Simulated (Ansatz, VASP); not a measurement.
**NbP: VASP beside Ansatz**

File POSCAR:

```
NbP
1.0
   -1.5970750053      1.5970750053      5.7320230932
    1.5970750053     -1.5970750053      5.7320230932
    1.5970750053      1.5970750053     -5.7320230932
Nb P
2 2
Direct
    0.7486947251      0.7486947251      0.0000000000
    0.4986947251      0.9986947251      0.5000000000
    0.3339338499      0.3339338499      0.0000000000
    0.0839338499      0.5839338499      0.5000000000
```

File INCAR.step1:

```
  PREC = Accurate
  ENCUT = 550
  ISMEAR = -1
  SIGMA = 0.02
  LREAL = False
  LASPH = True
  NELM = 120
  NBANDS = 26
  GGA = PE
  ALGO = Normal
  EDIFF = 1E-5
  LWAVE = True
  LCHARG = False
  GGA_COMPAT = False
```

Contents of INCAR.step2:

```
  PREC = Accurate
  ENCUT = 550
  EDIFF = 1E-6
  ISMEAR = -1
  SIGMA = 0.02
  LREAL = False
  LASPH = True
  NELM = 120
  ALGO = Normal
  ISIF = 2
  LWAVE = False
  LCHARG = True
  METAGGA = R2SCAN
  LMIXTAU = True
  LELF = True
  LVHAR = True
  NBANDS = 26
  ISTART = 1
  GGA_COMPAT = False
```

Contents of KPOINTS:

```
Automatic mesh
0
Gamma
  10 10 10
```

Input for Ansatz:

```yaml
crystal:
  lattice:
    - [-1.5970750053, 1.5970750053, 5.7320230932]
    - [1.5970750053, -1.5970750053, 5.7320230932]
    - [1.5970750053, 1.5970750053, -5.7320230932]
  atoms:
    - { symbol: Nb, position: [0.7486947251, 0.7486947251, 0.0] }
    - { symbol: Nb, position: [0.4986947251, 0.9986947251, 0.5] }
    - { symbol: P, position: [0.3339338499, 0.3339338499, 0.0] }
    - { symbol: P, position: [0.0839338499, 0.5839338499, 0.5] }
kpoints:
  mp_grid: { grid: [10, 10, 10] }
  band_path:
    path:
      - [0.0, 0.0, 0.0]
      - [0.0, 0.0, 0.5]
      - [0.25, 0.25, 0.25]
      - [0.0, 0.5, 0.0]
      - [0.5, 0.5, -0.5]
      - [0.2711998329, 0.7288001671, -0.2711998329]
      - [-0.2711998329, 0.2711998329, 0.2711998329]
      - [-0.0423996659, 0.0423996659, 0.5]
      - [0.5, 0.5, -0.0423996659]
      - [0.344076, -0.447591, 0.447591]
      - [-0.001302, 0.0, 0.231771]
    npoints: 1
hamiltonian:
  xc: r2scan
scf:
  occupations: { method: fermi_dirac, width: 0.02 }
  n_extra_bands: 5
output:
  forces: true
  stress: true
  eigenvalues: true
```

Change from the starting cell: biaxial_xy strain -4.3%.

Alike in both runs: task single point; functional r2SCAN; k mesh 10 × 10 × 10; occupations fermi-dirac, width 0.02 eV; no spin polarisation.

|  | VASP | Ansatz |
| --- | --- | --- |
| version | VASP 6.6.1 | Ansatz 0.2.0 |
| potentials or method | VASP PAW PBE potentials, release 64 (Nb_sv, P) | plane waves, PAW |
| plane-wave cutoff (eV) | 550 | 500 |
| valence electrons in the cell | 36 | 36 |

Ansatz gave:

```
pressure (GPa)                                                : 22.1
traceless stress, the component that is largest in VASP (GPa) : -8.31
```

**Question.** Estimate VASP's values.

**Answer.** Pressure (GPa): 21.6; traceless stress, the component that is largest in VASP (GPa): -8.26.

VASP's potentials were made for PBE, not for r2SCAN. With one functional, cell and mesh, what is left measures potentials, basis and numerics.
